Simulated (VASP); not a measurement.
**Si: vibrations by perturbation theory with PBE**

The system is Si.

```
Si
1.0
     0.00000    2.73505    2.73505
     2.73505    0.00000    2.73505
     2.73505    2.73505    0.00000
Si
2
Direct
  0.75000 0.75000 0.75000
  0.50000 0.50000 0.50000
```

```yaml
Program: VASP 6.6.1
Task: vibrations by perturbation theory
Functional: PBE
Potentials_or_basis: VASP PAW PBE potentials, release 64 (Si)
Cutoff: 520 eV
k_mesh: 8 × 8 × 8
Occupations: gaussian, width 0.01 eV
Spin: no spin polarisation
Dipole_correction: no
Further_INCAR_settings: ALGO = Normal; EDIFF = 1e-08; NBANDS = 11; IBRION = 8; NSW = 1
```

The electronic dielectric tensor (diagonal) is 14.15. The born charges (mean of the diagonal) is Si +0.00 e and the highest phonon frequency at Γ is 503 cm⁻¹.

Phonon frequencies in cm⁻¹ (negative: imaginary):
```
              q point        frequencies
(0.000, 0.000, 0.000)  0 0 0 503 503 503
```

Electronic dielectric tensor:
```
14.15  0.00  0.00
 0.00 14.15  0.00
 0.00  0.00 14.15
```

Born effective charge tensors (e):
atom 1, Si
```
0.00 0.00 0.00
0.00 0.00 0.00
0.00 0.00 0.00
```
atom 2, Si
```
0.00 0.00 0.00
0.00 0.00 0.00
0.00 0.00 0.00
```

It took 2.2 min on 1 thread of Intel(R) Xeon(R) Platinum 8488C (Sapphire Rapids) (shared host), peak memory 0.24 GiB.
